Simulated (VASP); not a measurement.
# PbO in VASP: settings compared

Aim: see how the results for PbO move with the level of theory and the settings. Levels: PBE, r2SCAN. Tasks: single point.

All numbers are computed with VASP 6.6.1; they aren't measurements. Logs are shortened: lines on timing, memory, paths and dates and some standing lists are left out, and cuts for length are marked.

**1. The cell of the first run**

The structure is tetragonal, space group P4/mmm (No. 123). The conventional cell has a = 3.179 Å, b = 3.179 Å, c = 3.090 Å, α = 90.00°, β = 90.00°, γ = 90.00°. Pb (site symmetry 4/mmm) has 8 O at 2.73 Å and 6 Pb at 3.09 to 3.18 Å within 3.6 Å. Within 3.6 Å of O (site symmetry 4/mmm) lie 8 Pb at 2.73 Å and 6 O at 3.09 to 3.18 Å.

**2. Single point, PBE (uniaxial z strain -2.8%)**

Contents of INCAR:

```
ALGO = Normal
EDIFF = 1E-6
ENCUT = 520
GGA = PE
ISIF = 2
ISMEAR = -1
LASPH = True
LCHARG = False
LREAL = False
LWAVE = False
NBANDS = 17
NELM = 100
PREC = Accurate
SIGMA = 0.02
```

Contents of KPOINTS:

```
k-points
0
Gamma
  8 8 8
```

Contents of POSCAR:

```
PbO
1.0
    3.1793716482      0.0000000000      0.0000000000
    0.0000000000      3.1793716482      0.0000000000
    0.0000000000      0.0000000000      3.0897133677
Pb O
1 1
Direct
    0.0000000000      0.0000000000      0.0000000000
    0.5000000000      0.5000000000      0.5000000000
```

Potentials or basis: VASP PAW PBE potentials, release 64 (Pb_d, O).

On the command line:

```bash
$ cat potpaw_PBE.64/Pb_d/POTCAR potpaw_PBE.64/O/POTCAR > POTCAR
$ mpirun -np 1 vasp_std > vasp.out
```

OUTCAR:

```text
EDIFF = 1E-6
   ENCUT = 520
   GGA = PE
   ISIF = 2
   ISMEAR = -1
   LASPH = True
   LREAL = False
   NELM = 100
   PREC = Accurate

 ion  position               nearest neighbor table
   1  0.000  0.000  0.000-   2 2.73   2 2.73   2 2.73   2 2.73   2 2.73   2 2.73   2 2.73   2 2.73

   2  0.500  0.500  0.500-   1 2.73   1 2.73   1 2.73   1 2.73   1 2.73   1 2.73   1 2.73   1 2.73

  LATTYP: Found a simple tetragonal cell.
 ALAT       =     3.1793716482
 C/A-ratio  =     0.9718000000

  Lattice vectors:

 A1 = (   3.1793716482,   0.0000000000,   0.0000000000)
 A2 = (   0.0000000000,   3.1793716482,   0.0000000000)
 A3 = (   0.0000000000,   0.0000000000,   3.0897133677)

Analysis of symmetry for initial positions (statically):
=====================================================================
 Subroutine PRICEL returns:
 Original cell was already a primitive cell.

 Routine SETGRP: Setting up the symmetry group for a
 simple tetragonal supercell.

 Subroutine GETGRP returns: Found 16 space group operations
 (whereof 16 operations were pure point group operations)
 out of a pool of 16 trial point group operations.

The static configuration has the point symmetry D_4h.

Analysis of symmetry for dynamics (positions and initial velocities):
=====================================================================
 Subroutine PRICEL returns:
 Original cell was already a primitive cell.

 Routine SETGRP: Setting up the symmetry group for a
 simple tetragonal supercell.

 Subroutine GETGRP returns: Found 16 space group operations
 (whereof 16 operations were pure point group operations)
 out of a pool of 16 trial point group operations.

The dynamic configuration has the point symmetry D_4h.

 Subroutine INISYM returns: Found 16 space group operations
 (whereof 16 operations are pure point group operations),
 and found     1 'primitive' translations

----------------------------------------------------------------------------------------

                                     Primitive cell

  volume of cell :      31.2321

  direct lattice vectors                    reciprocal lattice vectors
     3.179371648  0.000000000  0.000000000     0.314527558  0.000000000  0.000000000
     0.000000000  3.179371648  0.000000000     0.000000000  0.314527558  0.000000000
     0.000000000  0.000000000  3.089713368     0.000000000  0.000000000  0.323654618

  length of vectors
     3.179371648  3.179371648  3.089713368     0.314527558  0.314527558  0.323654618

  position of ions in fractional coordinates (direct lattice)
     0.000000000  0.000000000  0.000000000
     0.500000000  0.500000000  0.500000000

  ion indices of the primitive-cell ions
   primitive index   ion index
                 1           1
                 2           2

----------------------------------------------------------------------------------------

 KPOINTS: k-points

Automatic generation of k-mesh.
 Grid dimensions read from file:
 generate k-points for:    8    8    8

 Generating k-lattice:

  Cartesian coordinates                     Fractional coordinates (reciprocal lattice)
     0.039315945  0.000000000  0.000000000     0.125000000  0.000000000  0.000000000
     0.000000000  0.039315945  0.000000000     0.000000000  0.125000000  0.000000000
     0.000000000  0.000000000  0.040456827     0.000000000  0.000000000  0.125000000

  Length of vectors
     0.039315945  0.039315945  0.040456827

  Shift w.r.t. Gamma in fractional coordinates (k-lattice)
     0.000000000  0.000000000  0.000000000

 Subroutine IBZKPT returns following result:
 ===========================================

 Found     75 irreducible k-points:

 Following reciprocal coordinates:
            Coordinates               Weight
  0.000000  0.000000  0.000000      1.000000
  0.125000  0.000000  0.000000      4.000000
  0.250000  0.000000  0.000000      4.000000
  0.375000  0.000000  0.000000      4.000000
  0.500000  0.000000  0.000000      2.000000
  0.125000  0.125000  0.000000      4.000000
[... 16 lines left out ...]
  0.375000  0.125000  0.125000     16.000000
  0.500000  0.125000  0.125000      8.000000
 [... further k-points ...]
   k-points           NKPTS =     75   k-points in BZ     NKDIM =     75   number of bands    NBANDS=     17
   number of dos      NEDOS =    301   number of ions     NIONS =      2
   total plane-waves  NPLWV =  13824
   dimension x,y,z NGX =    24 NGY =   24 NGZ =   24
   dimension x,y,z NGXF=    48 NGYF=   48 NGZF=   48
   ions per type =               1   1
   NGX,Y,Z   is equivalent  to a cutoff of  12.55, 12.55, 12.91 a.u.
   NGXF,Y,Z  is equivalent  to a cutoff of  25.10, 25.10, 25.83 a.u.
 SYSTEM =  unknown system
   PREC   = accura    normal or accurate (medium, high low for compatibility)
   ISTART =      0    job   : 0-new  1-cont  2-samecut
   ICHARG =      2    charge: 1-file 2-atom 10-const
   ISPIN  =      1    spin polarized calculation?
   LNONCOLLINEAR =      F non collinear calculations
   LSORBIT =      F    spin-orbit coupling
   LASPH  =      T    aspherical Exc in radial PAW
   ENCUT  =  520.0 eV  38.22 Ry    6.18 a.u.   5.91  5.91  5.74*2*pi/ulx,y,z
   NELM   =    100;   NELMIN=  2; NELMDL= -5     # of ELM steps
   EDIFF  = 0.1E-05   stopping-criterion for ELM
   LREAL  =      F    real-space projection
   EDIFFG = 0.1E-04   stopping-criterion for IOM
   NSW    =      0    number of steps for IOM
   IBRION =     -1    ionic relax: 0-MD 1-quasi-New 2-CG
   NFREE  =      0    steps in history (QN), initial steepest desc. (CG)
   ISIF   =      2    stress and relaxation
   ISYM   =      2    0-nonsym 1-usesym 2-fastsym
   POTIM  = 0.5000    time-step for ionic-motion
   TEBEG  =    0.0;   TEEND  =   0.0 temperature during run
   PSTRESS=    0.0 pullay stress
   NELECT =      20.0000    total number of electrons
   NUPDOWN=      -1.0000    fix difference up-down
   EMIN   =  10.00;   EMAX   =-10.00  energy-range for DOS
   EFERMI =   0.00;   METHOD = LEGACY
   ISMEAR =    -1;   SIGMA  =   0.02  broadening in eV -4-tet -1-fermi 0-gaus
   EFERMI_NEDOS =   21; number of points for ismear=-14 and -15
   IALGO  =     38    algorithm
   IMIX   =      4    mixing-type and parameters
     AMIX     =   0.40;   BMIX     =  1.00
     AMIX_MAG =   1.60;   BMIX_MAG =  1.00
  volume/ion in A,a.u.               =      15.62       105.38
  Fermi-wavevector in a.u.,A,eV,Ry     =   1.411079  2.666552 27.091146  1.991143
  Thomas-Fermi vector in A             =   2.532967
   LORBIT       =      0    0 simple, 1 ext, 2 COOP (PROOUT), +10 PAW based schemes
   GGA     = PE    functional components
[... 5 lines left out ...]
 non-spin polarized calculation
  energy-cutoff  :      520.00
  volume of cell :       31.23
 maximum number of plane-waves:       872
 NGX is ok and might be reduce to    24
   NGX = 11   NGY = 11   NGZ = 11

 number of electron      19.9999999 magnetization

 Free energy of the ion-electron system (eV)
  ---------------------------------------------------
  ext. energy  EPLUGINS =         0.00000000
  ---------------------------------------------------
  free energy    TOTEN  =        -9.70272610 eV

  energy without entropy =       -9.70272539  energy(sigma->0) =       -9.70272575

 E-fermi :   7.8363     XC(G=0): -11.4765

 val. band max:        7.6540076447   @ k =   0.5000   0.0000   0.1250
 cond. band min:       8.0017103206   @ k =   0.0000   0.0000   0.5000
 fundamental gap:      0.3477026759
 Fermi energy:         7.8362677214

 k-point     1 :       0.0000    0.0000    0.0000
  band No.  band energies     occupation
      1      -9.8521      2.00000
      2      -9.3506      2.00000
      3      -9.2472      2.00000
      4      -8.5391      2.00000
      5      -8.5338      2.00000
      6      -8.5338      2.00000
[... 9 lines left out ...]
     16      25.6151      0.00000
     17      26.4132      0.00000

 k-point     2 :       0.1250    0.0000    0.0000
  band No.  band energies     occupation
      1      -9.7506      2.00000
      2      -9.3354      2.00000
      3      -9.1880      2.00000
      4      -8.5688      2.00000
      5      -8.5619      2.00000
      6      -8.5315      2.00000
[... 9 lines left out ...]
     16      25.1920      0.00000
     17      26.1490      0.00000

 k-point     3 :       0.2500    0.0000    0.0000
  band No.  band energies     occupation
      1      -9.4922      2.00000
      2      -9.3142      2.00000
      3      -9.0281      2.00000
      4      -8.6394      2.00000
      5      -8.6291      2.00000
      6      -8.5258      2.00000
[... 9 lines left out ...]
     16      23.3724      0.00000
     17      25.9478      0.00000

 k-point     4 :       0.3750    0.0000    0.0000
  band No.  band energies     occupation
      1      -9.3012      2.00000
      2      -9.1965      2.00000
      3      -8.8749      2.00000
      4      -8.7087      2.00000
      5      -8.6951      2.00000
      6      -8.5202      2.00000
[... 9 lines left out ...]
     16      23.1798      0.00000
     17      26.3505      0.00000
[... 343 lines left out ...]
      1      -9.4916      2.00000
      2      -9.1917      2.00000
      3      -8.9740      2.00000
      4      -8.6669      2.00000
      5      -8.5954      2.00000
      6      -8.4653      2.00000
[... 9 lines left out ...]
     16      23.7570      0.00000
     17      24.1757      0.00000

 k-point    23 :       0.3750    0.1250    0.1250
  band No.  band energies     occupation
      1      -9.4121      2.00000
      2      -9.1761      2.00000
      3      -8.8141      2.00000
      4      -8.7390      2.00000
      5      -8.5840      2.00000
      6      -8.3365      2.00000
[... 9 lines left out ...]
     16      23.4599      0.00000
     17      24.7508      0.00000

 k-point    24 :       0.5000    0.1250    0.1250
  band No.  band energies     occupation
      1      -9.3905      2.00000
      2      -9.1701      2.00000
      3      -8.7687      2.00000
      4      -8.7484      2.00000
      5      -8.5787      2.00000
      6      -8.2644      2.00000
[... 9 lines left out ...]
     16      23.2623      0.00000
     17      26.1389      0.00000

 [... further k-points ...]

------------------------ aborting loop because EDIFF is reached ----------------------------------------

  FORCE on cell =-STRESS in cart. coord.  units (eV):
  Direction    XX          YY          ZZ          XY          YZ          ZX
  --------------------------------------------------------------------------------------
  -------------------------------------------------------------------------------------
  Total        0.9087077      0.9087077      2.0512802      0.0000000      0.0000000      0.0000000
  in kB       46.6158940     46.6158940    105.2288423      0.0000000      0.0000000      0.0000000
  external PRESSURE =      66.1535434 kB  Pullay stress =       0.0000000 kB

 VOLUME and BASIS-vectors are now :
 -----------------------------------------------------------------------------
  energy-cutoff  :      520.00
  volume of cell :       31.23
      direct lattice vectors                 reciprocal lattice vectors
     3.179371648  0.000000000  0.000000000     0.314527558  0.000000000  0.000000000
     0.000000000  3.179371648  0.000000000     0.000000000  0.314527558  0.000000000
     0.000000000  0.000000000  3.089713368     0.000000000  0.000000000  0.323654618

 POSITION                                       TOTAL-FORCE (eV/Angst)
 -----------------------------------------------------------------------------------
      0.00000      0.00000      0.00000         0.000000      0.000000      0.000000
      1.58969      1.58969      1.54486         0.000000      0.000000      0.000000
 -----------------------------------------------------------------------------------
    total drift:                                0.000000      0.000000     -0.000000

  FREE ENERGIE OF THE ION-ELECTRON SYSTEM (eV)
  ---------------------------------------------------
  free  energy   TOTEN  =        -9.7027261033 eV

  energy  without entropy=       -9.7027253871  energy(sigma->0) =       -9.70272575
```

Run time: 32 s. Hardware: 1 thread of Intel Xeon 8259CL, shared host; peak memory 0.17 GiB.

What came out:

```yaml
Free_energy: -9.7027 eV
Pressure: 6.6 GPa
Band_gap_on_the_k_mesh: 0.35 eV, indirect (least direct gap 0.69 eV)
```

Caveat: the cell differs from its parent crystal (uniaxial z strain -2.8%); spin-orbit coupling is left out, which moves the levels of the heavy elements.

**3. Single point, PBE (shear xy strain -2.0%)**

Contents of INCAR:

```
SYSTEM = PbO
ALGO = Normal
EDIFF = 1E-6
ENCUT = 520
GGA = PE
ISIF = 2
ISMEAR = -1
LASPH = .True.
LCHARG = .False.
LREAL = .False.
LWAVE = .False.
NBANDS = 17
NELM = 60
PREC = Accurate
SIGMA = 0.02
```

Contents of KPOINTS:

```
k-points
0
Gamma
  8 8 8
  0 0 0
```

Contents of POSCAR:

```
PbO
1.0
    3.1793716482     -0.0313168107      0.0000000000
   -0.0313168107      3.1793716482      0.0000000000
    0.0000000000      0.0000000000      3.1793716482
Pb O
1 1
Direct
    0.0000000000      0.0000000000      0.0000000000
    0.5000000000      0.5000000000      0.5000000000
```

Potentials or basis: VASP PAW PBE potentials, release 64 (Pb_d, O).

On the command line:

```bash
$ cat potpaw_PBE.64/Pb_d/POTCAR potpaw_PBE.64/O/POTCAR > POTCAR
$ mpirun -np 1 vasp_std > vasp.out
```

It took 43 s on 1 thread of Intel Xeon 8259CL, shared host; peak memory 0.18 GiB.

The run converged. Its results:

```
Free energy            : -9.7422 eV
Pressure               : 3.3 GPa
Band gap on the k mesh : 0.40 eV, indirect (least direct gap 0.76 eV)
```

Stress tensor (GPa, compression positive):
```
3.28 0.05 0.00
0.05 3.28 0.00
0.00 0.00 3.29
```

Levels at points of the mesh, in eV from the valence-band top:
| k point | band 8 | band 9 | band 10 | band 11 | band 12 | band 13 |
| --- | --- | --- | --- | --- | --- | --- |
| (0.00, 0.00, 0.00) | -1.80 | -1.74 | -1.68 | 8.62 | 8.73 | 8.83 |
| (0.50, 0.00, 0.00) | -0.93 | -0.93 | -0.37 | 0.40 | 7.92 | 7.93 |
| (0.50, 0.50, 0.00) | -4.58 | -4.50 | -0.93 | 3.95 | 4.14 | 9.91 |
| (0.00, 0.00, 0.50) | -0.95 | -0.91 | -0.36 | 0.40 | 7.90 | 7.97 |
| (0.50, 0.00, 0.50) | -4.54 | -4.54 | -0.93 | 4.04 | 4.05 | 9.91 |
| (0.50, 0.50, 0.50) | -2.21 | -2.17 | -2.16 | 0.68 | 0.80 | 0.92 |

Caveat: the cell differs from its parent crystal (shear xy strain -2.0%); spin-orbit coupling is left out, which moves the levels of the heavy elements. A k mesh can miss the band edges.

**4. Single point, r2SCAN (shear xy strain -2.0%)**

POSCAR is that of step 3.

Contents of INCAR.step1:

```
PREC     = Accurate       # precision mode
ENCUT    = 520            # plane-wave cutoff, eV
ISMEAR   = -1             # smearing method
SIGMA    = 0.02           # smearing width, eV
LREAL    = False          # projectors in reciprocal space
LASPH    = True           # aspherical terms in the spheres
NELM     = 100            # most SCF steps
NBANDS   = 17             # bands
GGA      = PE             # functional
ALGO     = Normal         # electronic algorithm
EDIFF    = 1E-4           # SCF threshold, eV
LWAVE    = True           # write WAVECAR
LCHARG   = False          # write CHGCAR
```

Contents of INCAR.step2:

```
PREC     = Accurate       # precision mode
ENCUT    = 520            # plane-wave cutoff, eV
EDIFF    = 1E-6           # SCF threshold, eV
ISMEAR   = -1             # smearing method
SIGMA    = 0.02           # smearing width, eV
LREAL    = False          # projectors in reciprocal space
LASPH    = True           # aspherical terms in the spheres
NELM     = 100            # most SCF steps
ALGO     = Normal         # electronic algorithm
ISIF     = 2              # what is computed and relaxed
LWAVE    = False          # write WAVECAR
LCHARG   = False          # write CHGCAR
METAGGA  = R2SCAN         # meta-GGA
LMIXTAU  = True         
NBANDS   = 17             # bands
ISTART   = 1
```

Contents of KPOINTS:

```
Automatic mesh
0
Gamma
  8 8 8
```

On the command line:

```bash
$ cat potpaw_PBE.64/Pb_d/POTCAR potpaw_PBE.64/O/POTCAR > POTCAR
$ cp INCAR.step1 INCAR
$ mpirun -np 1 vasp_std > vasp.out
$ cp INCAR.step2 INCAR
$ mpirun -np 1 vasp_std > vasp.out
```

Run time: 2.6 min. Hardware: 1 thread of Intel Xeon 8259CL, shared host; peak memory 0.18 GiB.

The run converged. Its results:

```
Free energy            : -63.6633 eV
Pressure               : 0.2 GPa
Band gap on the k mesh : 0.41 eV, indirect (least direct gap 0.46 eV)
```

Levels at points of the mesh, in eV from the valence-band top:
```csv
k point,band 7,band 8,band 9,band 10,band 11,band 12,band 13,band 14
"(0.00, 0.00, 0.00)",-8.48,-1.88,-1.82,-1.76,9.13,9.25,9.36,10.54
"(0.50, 0.00, 0.00)",-9.24,-1.00,-1.00,-0.06,0.41,8.38,8.38,11.90
"(0.50, 0.50, 0.00)",-5.96,-4.63,-4.55,-1.00,4.30,4.50,10.67,11.33
"(0.00, 0.00, 0.50)",-9.24,-1.02,-0.98,-0.05,0.41,8.35,8.42,11.89
"(0.50, 0.00, 0.50)",-5.96,-4.59,-4.59,-1.00,4.39,4.40,10.67,11.33
"(0.50, 0.50, 0.50)",-3.37,-2.29,-2.26,-2.25,0.98,1.11,1.23,14.24
```

Caveat: the cell differs from its parent crystal (shear xy strain -2.0%); the PAW data sets were made with another functional, which shifts forces and pressure a little; spin-orbit coupling is left out, which moves the levels of the heavy elements. A k mesh can miss the band edges.

**5. The runs side by side**

```tsv
level	cell	gap on the mesh (eV)	pressure (GPa)
PBE	a = 3.179, b = 3.179, c = 3.090 Å, 2 atoms	0.35	6.6
PBE	a = 3.180 Å, angles 90.0, 90.0, 91.1°, 2 atoms	0.40	3.3
r2SCAN	a = 3.180 Å, angles 90.0, 90.0, 91.1°, 2 atoms	0.41	0.2
```

Alike in all rows: task single point; potentials or basis VASP PAW PBE potentials, release 64 (Pb_d, O); no spin polarisation; k mesh 8 × 8 × 8; cutoff (eV) 520; smearing fermi-dirac 0.02 eV.

Caveats: spin-orbit coupling is left out, which moves the levels of the heavy elements; the PAW data sets were made with another functional, which shifts forces and pressure a little (some runs).

Total energies depend on the potentials used, so only differences within one code and one set of settings carry meaning.
